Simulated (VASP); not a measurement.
# C (I4/mmm) in VASP: a series of runs

C is run at these levels: r2SCAN; tasks: single point.

Everything below comes from runs of VASP 6.6.1. Logs are shortened: lines on timing, memory, paths and dates and some standing lists are left out, and cuts for length are marked.

### Step 1. The cell of the first run

The structure is tetragonal, space group I4/mmm (No. 139). The conventional cell has a = 4.785 Å, b = 4.785 Å, c = 5.004 Å, α = 90.00°, β = 90.00°, γ = 90.00°. C (site symmetry m) has 4 C at 1.47 to 1.63 Å within 2.0 Å.

### Step 2. Single point, r2SCAN (strain -0.015 along x and y, +0.030 along z)

File POSCAR:

```
C
1.0
   -2.3926722501      2.3926722501      2.5019821499
    2.3926722501     -2.3926722501      2.5019821499
    2.3926722501      2.3926722501     -2.5019821499
C
8
Direct
    0.3254551632      0.0000000000      0.0000000000
    0.6745448368      0.6745448368      0.6745448368
    0.0000000000      0.3254551632      0.0000000000
    0.0000000000      0.0000000000      0.3254551632
    0.0000000000      0.6745448368      0.0000000000
    0.3254551632      0.3254551632      0.3254551632
    0.6745448368      0.0000000000      0.0000000000
    0.0000000000      0.0000000000      0.6745448368
```

File INCAR.step1:

```
SYSTEM = C
ALGO     = Normal         ! electronic algorithm
EDIFF    = 1E-4           ! SCF threshold, eV
ENCUT    = 520            ! plane-wave cutoff, eV
GGA      = PE             ! functional
ISMEAR   = 0              ! smearing method
LASPH    = .True.         ! aspherical terms in the spheres
LCHARG   = .False.        ! write CHGCAR
LREAL    = .False.        ! projectors in reciprocal space
LWAVE    = .True.         ! write WAVECAR
NBANDS   = 26             ! bands
NELM     = 100            ! most SCF steps
PREC     = Accurate       ! precision mode
SIGMA    = 0.05           ! smearing width, eV
```

File INCAR.step2:

```
SYSTEM = C
ALGO     = Normal         ! electronic algorithm
EDIFF    = 1E-6           ! SCF threshold, eV
ENCUT    = 520            ! plane-wave cutoff, eV
ISIF     = 2              ! what is computed and relaxed
ISMEAR   = 0              ! smearing method
ISTART   = 1            
LASPH    = .True.         ! aspherical terms in the spheres
LCHARG   = .False.        ! write CHGCAR
LMIXTAU  = .True.       
LREAL    = .False.        ! projectors in reciprocal space
LWAVE    = .False.        ! write WAVECAR
METAGGA  = R2SCAN         ! meta-GGA
NBANDS   = 26             ! bands
NELM     = 100            ! most SCF steps
PREC     = Accurate       ! precision mode
SIGMA    = 0.05           ! smearing width, eV
```

File KPOINTS:

```
k-points
0
Gamma
  8 8 8
  0 0 0
```

Potentials or basis: VASP PAW PBE potentials, release 64 (C).

Command:

```console
$ cat potpaw_PBE.64/C/POTCAR > POTCAR
$ cp INCAR.step1 INCAR
$ mpirun -np 1 vasp_std > vasp.out
$ cp INCAR.step2 INCAR
$ mpirun -np 1 vasp_std > vasp.out
```

OUTCAR:

```text
SYSTEM = C
   EDIFF = 1E-6
   ENCUT = 520
   ISIF = 2
   ISMEAR = 0
   ISTART = 1
   LASPH = .True.
   LREAL = .False.
   METAGGA = R2SCAN
   NELM = 100
   PREC = Accurate

 ion  position               nearest neighbor table
   1  0.325  0.000  0.000-   7 1.47   6 1.56   8 1.56   5 1.63
   2  0.675  0.675  0.675-   6 1.47   5 1.56   7 1.56   8 1.63
   3  0.000  0.325  0.000-   5 1.47   6 1.56   8 1.56   7 1.63
   4  0.000  0.000  0.325-   8 1.47   7 1.56   5 1.56   6 1.63
   5  0.000  0.675  0.000-   3 1.47   2 1.56   4 1.56   1 1.63
   6  0.325  0.325  0.325-   2 1.47   1 1.56   3 1.56   4 1.63
   7  0.675  0.000  0.000-   1 1.47   2 1.56   4 1.56   3 1.63
   8  0.000  0.000  0.675-   4 1.47   3 1.56   1 1.56   2 1.63

  LATTYP: Found a body centered tetragonal cell.
 ALAT       =     4.7853445002
 C/A-ratio  =     1.0456852792

  Lattice vectors:

 A1 = (  -2.3926722501,   2.3926722501,   2.5019821499)
 A2 = (   2.3926722501,  -2.3926722501,   2.5019821499)
 A3 = (   2.3926722501,   2.3926722501,  -2.5019821499)

Analysis of symmetry for initial positions (statically):
=====================================================================
 Subroutine PRICEL returns:
 Original cell was already a primitive cell.

 Routine SETGRP: Setting up the symmetry group for a
 body centered tetragonal supercell.

 Subroutine GETGRP returns: Found 16 space group operations
 (whereof 16 operations were pure point group operations)
 out of a pool of 16 trial point group operations.

The static configuration has the point symmetry D_4h.

Analysis of symmetry for dynamics (positions and initial velocities):
=====================================================================
 Subroutine PRICEL returns:
 Original cell was already a primitive cell.

 Routine SETGRP: Setting up the symmetry group for a
 body centered tetragonal supercell.

 Subroutine GETGRP returns: Found 16 space group operations
 (whereof 16 operations were pure point group operations)
 out of a pool of 16 trial point group operations.

The dynamic configuration has the point symmetry D_4h.

 Subroutine INISYM returns: Found 16 space group operations
 (whereof 16 operations are pure point group operations),
 and found     1 'primitive' translations

----------------------------------------------------------------------------------------

                                     Primitive cell

  volume of cell :      57.2942

  direct lattice vectors                    reciprocal lattice vectors
    -2.392672250  2.392672250  2.501982150     0.000000000  0.208971371  0.199841554
     2.392672250 -2.392672250  2.501982150     0.208971371  0.000000000  0.199841554
     2.392672250  2.392672250 -2.501982150     0.208971371  0.208971371  0.000000000

  length of vectors
     4.208286548  4.208286548  4.208286548     0.289146469  0.289146469  0.295530147

  position of ions in fractional coordinates (direct lattice)
     0.325455163  0.000000000  0.000000000
     0.674544837  0.674544837  0.674544837
     0.000000000  0.325455163  0.000000000
     0.000000000  0.000000000  0.325455163
     0.000000000  0.674544837  0.000000000
     0.325455163  0.325455163  0.325455163
     0.674544837  0.000000000  0.000000000
     0.000000000  0.000000000  0.674544837

  ion indices of the primitive-cell ions
   primitive index   ion index
                 1           1
                 2           2
                 3           3
                 4           4
                 5           5
                 6           6
                 7           7
                 8           8

----------------------------------------------------------------------------------------

 KPOINTS: k-points

Automatic generation of k-mesh.
 Grid dimensions read from file:
 generate k-points for:    8    8    8

 Generating k-lattice:

  Cartesian coordinates                     Fractional coordinates (reciprocal lattice)
     0.000000000  0.026121421  0.024980194     0.125000000  0.000000000  0.000000000
     0.026121421  0.000000000  0.024980194     0.000000000  0.125000000  0.000000000
     0.026121421  0.026121421  0.000000000     0.000000000  0.000000000  0.125000000

  Length of vectors
     0.036143309  0.036143309  0.036941268

  Shift w.r.t. Gamma in fractional coordinates (k-lattice)
     0.000000000  0.000000000  0.000000000

 Subroutine IBZKPT returns following result:
 ===========================================

 Found     59 irreducible k-points:

 Following reciprocal coordinates:
            Coordinates               Weight
  0.000000  0.000000  0.000000      1.000000
  0.125000  0.000000 -0.000000      8.000000
  0.250000  0.000000 -0.000000      8.000000
  0.375000 -0.000000  0.000000      8.000000
  0.500000  0.000000 -0.000000      4.000000
  0.125000  0.125000 -0.000000      8.000000
[... 16 lines left out ...]
  0.250000  0.125000  0.125000     16.000000
  0.375000  0.125000  0.125000      8.000000
 [... further k-points ...]
   k-points           NKPTS =     59   k-points in BZ     NKDIM =     59   number of bands    NBANDS=     26
   number of dos      NEDOS =    301   number of ions     NIONS =      8
   total plane-waves  NPLWV =  32768
   dimension x,y,z NGX =    32 NGY =   32 NGZ =   32
   dimension x,y,z NGXF=    64 NGYF=   64 NGZF=   64
   ions per type =               8
   NGX,Y,Z   is equivalent  to a cutoff of  12.64, 12.64, 12.64 a.u.
   NGXF,Y,Z  is equivalent  to a cutoff of  25.28, 25.28, 25.28 a.u.
 SYSTEM =  C
   PREC   = accura    normal or accurate (medium, high low for compatibility)
   ISTART =      1    job   : 0-new  1-cont  2-samecut
   ICHARG =      0    charge: 1-file 2-atom 10-const
   ISPIN  =      1    spin polarized calculation?
   LNONCOLLINEAR =      F non collinear calculations
   LSORBIT =      F    spin-orbit coupling
   LASPH  =      T    aspherical Exc in radial PAW
   ENCUT  =  520.0 eV  38.22 Ry    6.18 a.u.   7.82  7.82  7.82*2*pi/ulx,y,z
   NELM   =    100;   NELMIN=  2; NELMDL=  0     # of ELM steps
   EDIFF  = 0.1E-05   stopping-criterion for ELM
   LREAL  =      F    real-space projection
   EDIFFG = 0.1E-04   stopping-criterion for IOM
   NSW    =      0    number of steps for IOM
   IBRION =     -1    ionic relax: 0-MD 1-quasi-New 2-CG
   NFREE  =      0    steps in history (QN), initial steepest desc. (CG)
   ISIF   =      2    stress and relaxation
   ISYM   =      2    0-nonsym 1-usesym 2-fastsym
   POTIM  = 0.5000    time-step for ionic-motion
   TEBEG  =    0.0;   TEEND  =   0.0 temperature during run
   PSTRESS=    0.0 pullay stress
   NELECT =      32.0000    total number of electrons
   NUPDOWN=      -1.0000    fix difference up-down
   EMIN   =  10.00;   EMAX   =-10.00  energy-range for DOS
   EFERMI =   0.00;   METHOD = LEGACY
   ISMEAR =     0;   SIGMA  =   0.05  broadening in eV -4-tet -1-fermi 0-gaus
   EFERMI_NEDOS =   21; number of points for ismear=-14 and -15
   IALGO  =     38    algorithm
   IMIX   =      4    mixing-type and parameters
     AMIX     =   0.40;   BMIX     =  1.00
     AMIX_MAG =   1.60;   BMIX_MAG =  1.00
  volume/ion in A,a.u.               =       7.16        48.33
  Fermi-wavevector in a.u.,A,eV,Ry     =   1.348201  2.547730 24.730571  1.817646
  Thomas-Fermi vector in A             =   2.475889
   LORBIT       =      0    0 simple, 1 ext, 2 COOP (PROOUT), +10 PAW based schemes
   METAGGA = R2SCAN    functional components
   LHFCALC =     F    Hartree Fock is set to
   AEXX    =    0.0000 exact exchange contribution
   IVDW    =     0    specifies the selected vdW correction
   LEPSILON=     F    determine dielectric tensor
   LRPA    =     F    only Hartree local field effects (RPA)
 non-spin polarized calculation
 Gauss-broadening in eV      SIGMA  =   0.05
  energy-cutoff  :      520.00
  volume of cell :       57.29
 maximum number of plane-waves:      1558
   NGX = 15   NGY = 15   NGZ = 15

 number of electron      32.0000000 magnetization

 Free energy of the ion-electron system (eV)
  ---------------------------------------------------
  ext. energy  EPLUGINS =         0.00000000
  ---------------------------------------------------
  free energy    TOTEN  =       -72.87815577 eV

  energy without entropy =      -72.87815577  energy(sigma->0) =      -72.87815577

 E-fermi :   7.0237     XC(G=0): -12.4616

 val. band max:        6.7890452721   @ k =   0.5000   0.5000   0.5000
 cond. band min:       9.2844042337   @ k =  -0.1250  -0.1250   0.1250
 fundamental gap:      2.4953589616
 Fermi energy:         7.0236727665

 k-point     1 :       0.0000    0.0000    0.0000
  band No.  band energies     occupation
      1     -15.4775      2.00000
      2      -7.5725      2.00000
      3      -6.6746      2.00000
      4      -6.6746      2.00000
      5      -6.2980      2.00000
      6      -6.2980      2.00000
[... 18 lines left out ...]
     25      18.0904      0.00000
     26      18.7478      0.00000

 k-point     2 :       0.1250    0.0000   -0.0000
  band No.  band energies     occupation
      1     -15.3740      2.00000
      2      -8.3019      2.00000
      3      -7.3742      2.00000
      4      -7.0015      2.00000
      5      -6.1130      2.00000
      6      -6.0006      2.00000
[... 18 lines left out ...]
     25      18.0552      0.00000
     26      18.5143      0.00000

 k-point     3 :       0.2500    0.0000   -0.0000
  band No.  band energies     occupation
      1     -15.0895      2.00000
      2      -9.5506      2.00000
      3      -8.0478      2.00000
      4      -6.9726      2.00000
      5      -6.2697      2.00000
      6      -6.0180      2.00000
[... 572 lines left out ...]
 k-point    23 :       0.2500    0.1250    0.1250
  band No.  band energies     occupation
      1     -14.6266      2.00000
      2     -10.4276      2.00000
      3      -8.9177      2.00000
      4      -8.3757      2.00000
      5      -5.1948      2.00000
      6      -4.8075      2.00000
[... 18 lines left out ...]
     25      18.7924      0.00000
     26      18.8938      0.00000

 k-point    24 :       0.3750    0.1250    0.1250
  band No.  band energies     occupation
      1     -14.4804      2.00000
      2     -10.6739      2.00000
      3      -9.1765      2.00000
      4      -8.4219      2.00000
      5      -5.2041      2.00000
      6      -4.7666      2.00000
[... 18 lines left out ...]
     25      18.8961      0.00000
     26      19.0696      0.00000

 [... further k-points ...]

------------------------ aborting loop because EDIFF is reached ----------------------------------------

  FORCE on cell =-STRESS in cart. coord.  units (eV):
  Direction    XX          YY          ZZ          XY          YZ          ZX
  --------------------------------------------------------------------------------------
  -------------------------------------------------------------------------------------
  Total        3.5524991      3.5524991     -5.2564389      0.0000000     -0.0000000      0.0000000
  in kB       99.3422374     99.3422374   -146.9912831      0.0000000     -0.0000000      0.0000000
  external PRESSURE =      17.2310639 kB  Pullay stress =       0.0000000 kB

 VOLUME and BASIS-vectors are now :
 -----------------------------------------------------------------------------
  energy-cutoff  :      520.00
  volume of cell :       57.29
      direct lattice vectors                 reciprocal lattice vectors
    -2.392672250  2.392672250  2.501982150     0.000000000  0.208971371  0.199841554
     2.392672250 -2.392672250  2.501982150     0.208971371  0.000000000  0.199841554
     2.392672250  2.392672250 -2.501982150     0.208971371  0.208971371  0.000000000

 POSITION                                       TOTAL-FORCE (eV/Angst)
 -----------------------------------------------------------------------------------
     -0.77871      0.77871      0.81428        -0.435554      0.435554     -0.576430
      1.61396      1.61396      1.68770        -0.435554     -0.435554      0.576430
      0.77871     -0.77871      0.81428         0.435554     -0.435554     -0.576430
      0.77871      0.77871     -0.81428         0.435554      0.435554      0.576430
      1.61396     -1.61396      1.68770        -0.435554      0.435554      0.576430
      0.77871      0.77871      0.81428         0.435554      0.435554     -0.576430
     -1.61396      1.61396      1.68770         0.435554     -0.435554      0.576430
      1.61396      1.61396     -1.68770        -0.435554     -0.435554     -0.576430
 -----------------------------------------------------------------------------------
    total drift:                               -0.000000     -0.000000      0.000000

  FREE ENERGIE OF THE ION-ELECTRON SYSTEM (eV)
  ---------------------------------------------------
  free  energy   TOTEN  =       -72.8781557727 eV

  energy  without entropy=      -72.8781557727  energy(sigma->0) =      -72.87815577
```

It took 2.3 min on 1 thread of Intel Xeon Platinum 8488C (Sapphire Rapids), shared host; peak memory 0.2 GiB.

What came out:

| Quantity | Value |
| --- | --- |
| Free energy | -72.8782 eV |
| Pressure | 1.7 GPa |
| Largest force | 0.844 eV/Å |
| Band gap on the k mesh | 2.50 eV (least direct gap 2.88 eV) |

Forces in eV/Å, atoms in the order of the input:
```
C   -0.436  0.436 -0.576
C   -0.436 -0.436  0.576
C    0.436 -0.436 -0.576
C    0.436  0.436  0.576
C   -0.436  0.436  0.576
C    0.436  0.436 -0.576
C    0.436 -0.436  0.576
C   -0.436 -0.436 -0.576
```

Levels at points of the mesh, in eV from the valence-band top:
```
           k point  band 12  band 13  band 14  band 15  band 16  band 17  band 18  band 19  band 20  band 21
(0.00, 0.00, 0.00)    -5.71    -5.58    -0.75    -0.75    -0.09     2.80     4.66     4.66     8.14     8.59
(0.50, 0.00, 0.00)    -5.17    -3.79    -3.22    -2.78    -2.30     3.84     5.92     6.06     6.94     7.01
(0.50, 0.50, 0.00)    -5.01    -3.73    -3.23    -2.56    -2.28     4.15     4.46     5.55     6.39     7.70
(0.50, 0.50, 0.50)    -6.91    -6.15    -0.59     0.00     0.00     3.91     5.55     5.55     6.71     7.74
```

Caveat: the cell differs from its parent crystal (strain -0.015 along x and y, +0.030 along z); the stress differs along the axes, from -15 to 10 GPa; the PAW data sets were made with another functional, which shifts forces and pressure a little.

### Step 3. Single point, r2SCAN (strain +0.015 along x and y, -0.030 along z)

POSCAR, as its differences from that of step 2:

```diff
@@ -2,5 +2,5 @@
 1.0
-   -2.3926722501      2.3926722501      2.5019821499
-    2.3926722501     -2.3926722501      2.5019821499
-    2.3926722501      2.3926722501     -2.5019821499
+   -2.4655455167      2.4655455167      2.3562356169
+    2.4655455167     -2.4655455167      2.3562356169
+    2.4655455167      2.4655455167     -2.3562356169
 C
```

File INCAR.step1:

```
ALGO = Normal
EDIFF = 1E-4
ENCUT = 520
GGA = PE
ISMEAR = 0
LASPH = True
LCHARG = False
LREAL = False
LWAVE = True
NBANDS = 26
NELM = 60
PREC = Accurate
SIGMA = 0.05
```

File INCAR.step2:

```
ALGO = Normal
EDIFF = 1E-6
ENCUT = 520
ISIF = 2
ISMEAR = 0
ISTART = 1
LASPH = True
LCHARG = False
LMIXTAU = True
LREAL = False
LWAVE = False
METAGGA = R2SCAN
NBANDS = 26
NELM = 60
PREC = Accurate
SIGMA = 0.05
```

File KPOINTS:

```
k-points
0
Gamma
  8 8 8
```

Potentials or basis: VASP PAW PBE potentials, release 64 (C).

Command:

```console
$ cat potpaw_PBE.64/C/POTCAR > POTCAR
$ cp INCAR.step1 INCAR
$ mpirun -np 1 vasp_std > vasp.out
$ cp INCAR.step2 INCAR
$ mpirun -np 1 vasp_std > vasp.out
```

It took 2.3 min on 1 thread of Intel Xeon Platinum 8488C (Sapphire Rapids), shared host; peak memory 0.21 GiB.

It converged, with:

* Free energy: -72.8646 eV
* Pressure: 1.8 GPa
* Largest force: 0.992 eV/Å
* Band gap on the k mesh: 2.63 eV (least direct gap 3.56 eV)

Forces in eV/Å, atoms in the order of the input:
```
C    0.296 -0.296  0.899
C    0.296  0.296 -0.899
C   -0.296  0.296  0.899
C   -0.296 -0.296 -0.899
C    0.296 -0.296 -0.899
C   -0.296 -0.296  0.899
C   -0.296  0.296 -0.899
C    0.296  0.296  0.899
```

Stress tensor (GPa, compression positive):
```
-7.44  0.00  0.00
 0.00 -7.44  0.00
 0.00  0.00 20.21
```

Levels at points of the mesh, in eV from the valence-band top:
```csv
k point,band 13,band 14,band 15,band 16,band 17,band 18,band 19,band 20
"(0.00, 0.00, 0.00)",-5.81,-1.22,-0.53,-0.53,3.16,3.16,5.13,7.90
"(0.50, 0.00, 0.00)",-3.78,-3.64,-2.70,-2.66,3.82,4.75,5.76,6.04
"(0.50, 0.50, 0.00)",-4.22,-3.27,-3.19,-2.46,3.53,5.47,6.41,6.71
"(0.50, 0.50, 0.50)",-6.69,-0.64,-0.64,0.00,3.68,5.06,6.03,6.03
```

Caveat: the cell differs from its parent crystal (strain +0.015 along x and y, -0.030 along z); the stress differs along the axes, from -7 to 20 GPa; the PAW data sets were made with another functional, which shifts forces and pressure a little. A k mesh can miss the band edges.
